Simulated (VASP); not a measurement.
# BP (F-43m) in VASP: further runs, part 3 of 3

VASP 6.6.1.

## Step 5: Vibrations by perturbation theory, PBEsol (phonons at volume x 0.98)

Contents of INCAR:

```
ALGO = Normal
EDIFF = 1E-8
ENCUT = 520
GGA = PS
IBRION = 8
ISIF = 2
ISMEAR = 0
LASPH = True
LCHARG = False
LEPSILON = True
LREAL = False
LWAVE = False
NELM = 100
NSW = 1
PREC = Accurate
SIGMA = 0.01
```

Contents of KPOINTS:

```
k-points
0
Gamma
  10 10 10
```

Contents of POSCAR:

```
BP
1.0
    0.0000000000      2.2449175765      2.2449175765
    2.2449175765      0.0000000000      2.2449175765
    2.2449175765      2.2449175765      0.0000000000
B P
1 1
Direct
    0.0000000000      0.0000000000      0.0000000000
    0.7500000000      0.7500000000      0.7500000000
```

Potentials or basis: VASP PAW PBE potentials, release 64 (B, P).

Run with:

```sh
$ cat potpaw_PBE.64/B/POTCAR potpaw_PBE.64/P/POTCAR > POTCAR
$ mpirun -np 1 vasp_std > vasp.out
```

OUTCAR:

```text
EDIFF = 1E-8
   ENCUT = 520
   GGA = PS
   IBRION = 8
   ISIF = 2
   ISMEAR = 0
   LASPH = True
   LEPSILON = True
   LREAL = False
   NELM = 100
   NSW = 1
   PREC = Accurate

 ion  position               nearest neighbor table
   1  0.000  0.000  0.000-   2 1.94   2 1.94   2 1.94   2 1.94
   2  0.750  0.750  0.750-   1 1.94   1 1.94   1 1.94   1 1.94

  LATTYP: Found a face centered cubic cell.
 ALAT       =     4.4898351530

[... 591 lines left out ...]
      3.367376  3.367376  3.367376     0.000000   -0.508655    0.000000
[... 21 lines left out ...]
   6 f/i=    0.000023 THz     0.000142 2PiTHz    0.000756 cm-1     0.000094 meV
             X         Y         Z           dx          dy          dz
      0.000000  0.000000  0.000000     0.000000    0.000000   -0.508655
      3.367376  3.367376  3.367376     0.000000    0.000000   -0.860970

--------------------------------------------------------------------------------------------------------

 MACROSCOPIC STATIC DIELECTRIC TENSOR IONIC CONTRIBUTION
 ------------------------------------------------------
           0.146034     0.000000    -0.000000
           0.000000     0.146034    -0.000000
          -0.000000    -0.000000     0.146034
 ------------------------------------------------------

 ELASTIC MODULI CONTR FROM IONIC RELAXATION (kBar)
 Direction    XX          YY          ZZ          XY          YZ          ZX
 --------------------------------------------------------------------------------
 XX          -0.0000     -0.0000     -0.0000      0.0000      0.0000      0.0000
 YY          -0.0000     -0.0000     -0.0000      0.0000      0.0000      0.0000
 ZZ          -0.0000     -0.0000     -0.0000      0.0000      0.0000      0.0000
 XY           0.0000      0.0000      0.0000   -261.4350      0.0000      0.0000
 YZ           0.0000      0.0000      0.0000      0.0000   -261.4350      0.0000
 ZX           0.0000      0.0000      0.0000      0.0000      0.0000   -261.4350
 --------------------------------------------------------------------------------

 PIEZOELECTRIC TENSOR IONIC CONTR  for field in x, y, z        (C/m^2)
          XX          YY          ZZ          XY          YZ          ZX
  --------------------------------------------------------------------------------
  x    -0.00000    -0.00000    -0.00000     0.00000     0.18386     0.00000
  y    -0.00000    -0.00000    -0.00000     0.00000     0.00000     0.18386
  z    -0.00000    -0.00000    -0.00000     0.18386    -0.00000    -0.00000
```

OSZICAR:

```text
N       E                     dE             d eps       ncg     rms          rms(c)
DAV:   1     0.992475274287E+01    0.99248E+01   -0.41856E+03   752   0.909E+02
[... 152 lines left out ...]
RMM:   5    -0.406626055159E-01    0.36918E-04    0.14768E-06  4629   0.798E-03    0.404E-03
RMM:   6    -0.406566850208E-01    0.59205E-05    0.28758E-06  4580   0.119E-03    0.253E-03
RMM:   7    -0.406565917523E-01    0.93269E-07    0.19424E-07  4613   0.683E-04    0.112E-04
RMM:   8    -0.406557121923E-01    0.87956E-06    0.19326E-07  4704   0.139E-04    0.315E-05
RMM:   9    -0.406555814225E-01    0.13077E-06    0.30854E-08  4795   0.438E-05    0.658E-06
RMM:  10    -0.406556148028E-01   -0.33380E-07   -0.90710E-08  4806   0.108E-05    0.101E-05
RMM:  11    -0.406556054732E-01    0.93296E-08    0.72637E-10  4188   0.354E-06    0.101E-06
 Linear response finished
```

stdout:

```text
POSCAR found type information on POSCAR B P
 POSCAR found :  2 types and       2 ions
 scaLAPACK will be used
 -----------------------------------------------------------------------------
|                                                                             |
|                                                                             |
[... 39 lines left out ...]
 first order change of Fermi-energy  -0.10174E+02
 force on displaced ion       1 direction 1 : -20.171  -0.000  -0.000
 Born effective charge ion    1 direction 1 :  -0.618   0.000   0.000
 Linear response progress:
 first order change of Fermi-energy   0.10174E+02
 force on displaced ion       2 direction 1 : -20.171   0.000   0.000
 Born effective charge ion    2 direction 1 :   0.599   0.000   0.000
 Born effective charges drift removed
 Linear response finished
```

It took 1.8 min on 1 thread of AMD EPYC 9R45 (Zen 5), shared host; peak memory 0.17 GiB.

Results:

```
Electronic dielectric tensor (diagonal)                 : 9.42
Born charges (mean of the diagonal)                     : B -0.61; P +0.61 e
Highest phonon frequency at Γ, LO-TO splitting left out : 827 cm⁻¹
```

Phonon frequencies in cm⁻¹ (negative: imaginary):
| q point | frequencies |
| --- | --- |
| (0.000, 0.000, 0.000) | 0 0 0 827 827 827 |

Electronic dielectric tensor:
```
9.42 0.00 0.00
0.00 9.42 0.00
0.00 0.00 9.42
```

Born effective charge tensors (e):
atom 1, B
```
-0.61  0.00  0.00
 0.00 -0.61  0.00
 0.00  0.00 -0.61
```
atom 2, P
```
0.61 0.00 0.00
0.00 0.61 0.00
0.00 0.00 0.61
```

Caveat: the cell differs from its parent crystal (phonons at volume x 0.98); the cell wasn't relaxed at this level first, which shifts response properties; the PAW data sets were made with another functional, which shifts forces and pressure a little.

## Step 6: Vibrations by perturbation theory, PBEsol

This run uses another cell than the first one, of 11.54 Å³/atom, 1.080 times its volume.

Contents of INCAR:

```
PREC = Accurate
ENCUT = 520
EDIFF = 1E-8
ISMEAR = 0
SIGMA = 0.01
LREAL = F
LASPH = T
NELM = 60
ALGO = Normal
ISIF = 2
LWAVE = F
LCHARG = T
GGA = PS
NBANDS = 11
IBRION = 8
NSW = 1
LEPSILON = T
```

Contents of KPOINTS:

```
regular mesh
0
Gamma
  10 10 10
```

Contents of POSCAR:

```
BP
1.0
    0.0000000000      2.2600863986      2.2600863986
    2.2600863986      0.0000000000      2.2600863986
    2.2600863986      2.2600863986      0.0000000000
B P
1 1
Direct
    0.0000000000      0.0000000000      0.0000000000
    0.7500000000      0.7500000000      0.7500000000
```

Potentials or basis: VASP PAW PBE potentials, release 64 (B, P).

Run with:

```sh
$ cat potpaw_PBE.64/B/POTCAR potpaw_PBE.64/P/POTCAR > POTCAR
$ mpirun -np 1 vasp_std > vasp.out
```

OUTCAR:

```text
PREC = Accurate
   ENCUT = 520
   EDIFF = 1E-8
   ISMEAR = 0
   LREAL = F
   LASPH = T
   NELM = 60
   ISIF = 2
   GGA = PS
   IBRION = 8
   NSW = 1
   LEPSILON = T

 ion  position               nearest neighbor table
   1  0.000  0.000  0.000-   2 1.96   2 1.96   2 1.96   2 1.96
   2  0.750  0.750  0.750-   1 1.96   1 1.96   1 1.96   1 1.96

  LATTYP: Found a face centered cubic cell.
 ALAT       =     4.5201727972

  Lattice vectors:

 A1 = (   0.0000000000,   2.2600863986,   2.2600863986)
 A2 = (   2.2600863986,   0.0000000000,   2.2600863986)
 A3 = (   2.2600863986,   2.2600863986,   0.0000000000)

Analysis of symmetry for initial positions (statically):
=====================================================================
 Subroutine PRICEL returns:
 Original cell was already a primitive cell.

 Routine SETGRP: Setting up the symmetry group for a
 face centered cubic supercell.

 Subroutine GETGRP returns: Found 24 space group operations
 (whereof 24 operations were pure point group operations)
 out of a pool of 48 trial point group operations.

The static configuration has the point symmetry T_d .

Analysis of symmetry for dynamics (positions and initial velocities):
=====================================================================
 Subroutine PRICEL returns:
 Original cell was already a primitive cell.

 Routine SETGRP: Setting up the symmetry group for a
 face centered cubic supercell.

 Subroutine GETGRP returns: Found 24 space group operations
 (whereof 24 operations were pure point group operations)
 out of a pool of 48 trial point group operations.

The dynamic configuration has the point symmetry T_d .

 Subroutine INISYM returns: Found 24 space group operations
 (whereof 24 operations are pure point group operations),
 and found     1 'primitive' translations

----------------------------------------------------------------------------------------

                                     Primitive cell

  volume of cell :      23.0890

  direct lattice vectors                    reciprocal lattice vectors
     0.000000000  2.260086399  2.260086399    -0.221230481  0.221230481  0.221230481
     2.260086399  0.000000000  2.260086399     0.221230481 -0.221230481  0.221230481
     2.260086399  2.260086399  0.000000000     0.221230481  0.221230481 -0.221230481

  length of vectors
     3.196244837  3.196244837  3.196244837     0.383182432  0.383182432  0.383182432

  position of ions in fractional coordinates (direct lattice)
     0.000000000  0.000000000  0.000000000
     0.750000000  0.750000000  0.750000000

  ion indices of the primitive-cell ions
[... 523 lines left out ...]
 -----------------------------------------------------------------------------
    -0.00041 -0.13386  0.00000
    -0.13386 -0.00041  0.00000
     0.00000  0.00000  0.00006

--------------------------------------- Ionic step        4  -------------------------------------------

------------------------ aborting loop because EDIFF is reached ----------------------------------------

[... ionic steps 5 to 6 ...]

--------------------------------------- Ionic step        7  -------------------------------------------

 Free energy of the ion-electron system (eV)
  ---------------------------------------------------
  ---------------------------------------------------
  free energy    TOTEN  =        -0.04071388 eV

  energy without entropy =       -0.04071388

------------------------ aborting loop because EDIFF is reached ----------------------------------------

 INTERNAL STRAIN TENSOR  FOR ION    2  DIRECTION 1   (eV/Angst):
 -----------------------------------------------------------------------------
    -0.00857  0.00000  0.00000
     0.00000  0.00711  7.49629
     0.00000  7.49629  0.00711

 MACROSCOPIC STATIC DIELECTRIC TENSOR (including local field effects in DFT)
 ------------------------------------------------------
           9.427397     0.000000     0.000000
          -0.000000     9.427397     0.000000
          -0.000000     0.000000     9.427397
 ------------------------------------------------------

 PIEZOELECTRIC TENSOR (including local field effects)  for field in x, y, z        (e  Angst)
          XX          YY          ZZ          XY          YZ          ZX
  --------------------------------------------------------------------------------
  x    -0.00000    -0.00000    -0.00000     0.00000    -0.18878     0.00000
  y     0.00000     0.00000     0.00000     0.00000     0.00000    -0.18878
  z    -0.00000     0.00000     0.00000    -0.18878     0.00000     0.00000

 PIEZOELECTRIC TENSOR (including local field effects)  for field in x, y, z        (C/m^2)
          XX          YY          ZZ          XY          YZ          ZX
  --------------------------------------------------------------------------------
  x    -0.00000    -0.00000    -0.00000     0.00000    -0.13100     0.00000
  y     0.00000     0.00000     0.00000     0.00000     0.00000    -0.13100
  z    -0.00000     0.00000     0.00000    -0.13100     0.00000     0.00000

 BORN EFFECTIVE CHARGES (including local field effects) (in |e|, cummulative output)
 ---------------------------------------------------------------------------------
 ion    1
    1    -0.54073     0.00000    -0.00000
    2     0.00000    -0.54073    -0.00000
    3     0.00000     0.00000    -0.54073
 ion    2
    1     0.54073     0.00000     0.00000
    2    -0.00000     0.54073     0.00000
    3    -0.00000    -0.00000     0.54073

 INTERNAL STRAIN TENSOR FOR ION    2 for displacements in x,y,z  (eV/Angst):
          X           Y           Z          XY          YZ          ZX
  --------------------------------------------------------------------------------
  x     0.00000    -0.00000     0.00000     0.00000     7.49629     0.00000
  y    -0.00000     0.00000     0.00000     0.00000     0.00000     7.49629
  z     0.00000    -0.00000     0.00000     7.49629     0.00000     0.00000

 SECOND DERIVATIVES (NOT SYMMETRIZED)
 ------------------------------------
               1X          1Y          1Z          2X          2Y          2Z
  1X   -19.373098    0.000000    0.000000   19.373098    0.000000    0.000000
  1Y     0.000000  -19.373098    0.000000    0.000000   19.373098    0.000000
  1Z     0.000000    0.000000  -19.373098    0.000000    0.000000   19.373098
  2X    19.370422    0.000000    0.000000  -19.370422    0.000000    0.000000
  2Y     0.000000   19.370422    0.000000    0.000000  -19.370422    0.000000
  2Z     0.000000    0.000000   19.370422    0.000000    0.000000  -19.370422

 Eigenvectors and eigenvalues of the dynamical matrix
 ----------------------------------------------------

   1 f  =   24.306427 THz   152.721787 2PiTHz  810.775143 cm-1   100.523261 meV
             X         Y         Z           dx          dy          dz
      0.000000  0.000000  0.000000    -0.860986    0.000000    0.000000
      3.390130  3.390130  3.390130     0.508628    0.000000    0.000000
[... 21 lines left out ...]
   6 f/i=    0.000735 THz     0.004619 2PiTHz    0.024523 cm-1     0.003040 meV
             X         Y         Z           dx          dy          dz
      0.000000  0.000000  0.000000     0.000000    0.000000   -0.508628
      3.390130  3.390130  3.390130     0.000000    0.000000   -0.860986

--------------------------------------------------------------------------------------------------------

 MACROSCOPIC STATIC DIELECTRIC TENSOR IONIC CONTRIBUTION
 ------------------------------------------------------
           0.118290     0.000000     0.000000
           0.000000     0.118290     0.000000
           0.000000     0.000000     0.118290
 ------------------------------------------------------

 ELASTIC MODULI CONTR FROM IONIC RELAXATION (kBar)
 Direction    XX          YY          ZZ          XY          YZ          ZX
 --------------------------------------------------------------------------------
 XX          -0.0000      0.0000     -0.0000      0.0000     -0.0000      0.0000
 YY           0.0000     -0.0000      0.0000      0.0000      0.0000     -0.0000
 ZZ          -0.0000      0.0000     -0.0000     -0.0000     -0.0000     -0.0000
 XY           0.0000      0.0000     -0.0000   -213.2328     -0.0000     -0.0000
 YZ          -0.0000      0.0000     -0.0000     -0.0000   -213.2328      0.0000
 ZX           0.0000     -0.0000     -0.0000     -0.0000      0.0000   -213.2328
 --------------------------------------------------------------------------------

 PIEZOELECTRIC TENSOR IONIC CONTR  for field in x, y, z        (C/m^2)
          XX          YY          ZZ          XY          YZ          ZX
  --------------------------------------------------------------------------------
  x     0.00000    -0.00000     0.00000     0.00000     0.14944    -0.00000
  y    -0.00000     0.00000     0.00000     0.00000    -0.00000     0.14944
  z    -0.00000    -0.00000     0.00000     0.14944     0.00000     0.00000
```

stdout:

```text
POSCAR found type information on POSCAR B P
 POSCAR found :  2 types and       2 ions
 scaLAPACK will be used
 -----------------------------------------------------------------------------
|                                                                             |
|                                                                             |
[... 39 lines left out ...]
 first order change of Fermi-energy   0.93675E-04
 force on displaced ion       1 direction 1 : -19.373   0.000   0.000
 Born effective charge ion    1 direction 1 :  -0.552   0.000   0.000
 Linear response progress:
 first order change of Fermi-energy   0.11586E-03
 force on displaced ion       2 direction 1 : -19.370   0.000   0.000
 Born effective charge ion    2 direction 1 :   0.533   0.000   0.000
 Born effective charges drift removed
 Linear response finished
```

It took 2.5 min on 1 thread of AMD EPYC 9R45 (Zen 5), shared host; peak memory 0.19 GiB.

What came out:

```
Electronic dielectric tensor (diagonal)                 : 9.43
Born charges (mean of the diagonal)                     : B -0.54; P +0.54 e
Highest phonon frequency at Γ, LO-TO splitting left out : 811 cm⁻¹
```

Phonon frequencies in cm⁻¹ (negative: imaginary):
```csv
q point,frequencies
"(0.000, 0.000, 0.000)",0 0 0 811 811 811
```

Electronic dielectric tensor:
```
9.43 0.00 0.00
0.00 9.43 0.00
0.00 0.00 9.43
```

Born effective charge tensors (e):
atom 1, B
```
-0.54  0.00  0.00
 0.00 -0.54  0.00
 0.00  0.00 -0.54
```
atom 2, P
```
0.54 0.00 0.00
0.00 0.54 0.00
0.00 0.00 0.54
```

Caveat: the PAW data sets were made with another functional, which shifts forces and pressure a little.
